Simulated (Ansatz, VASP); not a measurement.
## LiGaFe in VASP and in Ansatz

```xyz
6
Lattice="3.6603 0.0000 0.0000 0.0000 3.6603 0.0000 0.0000 0.0000 6.1544" Properties=species:S:1:pos:R:3 pbc="T T T"
Fe    0.0000    0.0000    0.0000
Fe    1.8301    1.8301    0.0000
Li    1.8301    0.0000    4.6774
Li    0.0000    1.8301    1.4771
Ga    1.8301    0.0000    1.4771
Ga    0.0000    1.8301    4.6774
```

Alike in both runs: task single point; functional PBE; k mesh 9 × 9 × 6; occupations fermi-dirac, width 0.026 eV; no spin polarisation.

```csv
,VASP,Ansatz
version,VASP 6.6.1,Ansatz 0.2.0
potentials or method,"VASP PAW PBE potentials, release 64 (Fe, Li_sv, Ga_d), cutoff 520 eV",PAW plane waves
valence electrons in the cell,48,64
```

|  | VASP | Ansatz | Ansatz less VASP |
| --- | --- | --- | --- |
| rms of the force components (eV/Å) | 0.687 | 0.682 | -0.0053 |

Atom by atom the forces differ by 0.008 eV/Å (rms over components). VASP's potentials hold 48 valence electrons a cell and Ansatz's 64, so a difference there can come from the potentials and not from the codes.

Noted on VASP's run: the cutoff is short for stress, so the pressure is rough.
